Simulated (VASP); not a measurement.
A run of VASP 6.6.1 is set up as follows.

The input INCAR:

```
SYSTEM = Ga
PREC = Accurate
ENCUT = 520
EDIFF = 1E-8
ISMEAR = -1
SIGMA = 0.05
LREAL = .False.
LASPH = .True.
NELM = 80
ALGO = Normal
ISIF = 2
LWAVE = .False.
LCHARG = .False.
GGA = PE
LEFG = .True.
NBANDS = 34
```

Contents of KPOINTS:

```
regular mesh
0
Gamma
  9 9 8
  0 0 0
```

File POSCAR:

```
Ga
1.0
    2.2402129667     -3.7967455357      0.0000000000
    2.2402129667      3.7967455357      0.0000000000
    0.0000000000      0.0000000000      4.4863856638
Ga
4
Direct
    0.1525000000      0.8475000000      0.0785000000
    0.6525000000      0.3475000000      0.4215000000
    0.8475000000      0.1525000000      0.9215000000
    0.3475000000      0.6525000000      0.5785000000
```

Potentials or basis: VASP PAW PBE potentials, release 64 (Ga_d).

Command:

```sh
$ cat potpaw_PBE.64/Ga_d/POTCAR > POTCAR
$ mpirun -np 1 vasp_std > vasp.out
```

(1) Estimate the band gap on the k mesh.

(2) Estimate the largest force.

(3) Predict the pressure.

Answers

(1) zero (bands 26 and 27 overlap by 1.27 eV).

(2) 0.448 eV/Å.

(3) 3.7 GPa.

Caveat: the cell stands under pressure; without QUAD_EFG the Cq values of the log hold for a quadrupole moment of 1 mb, not for the nuclei.
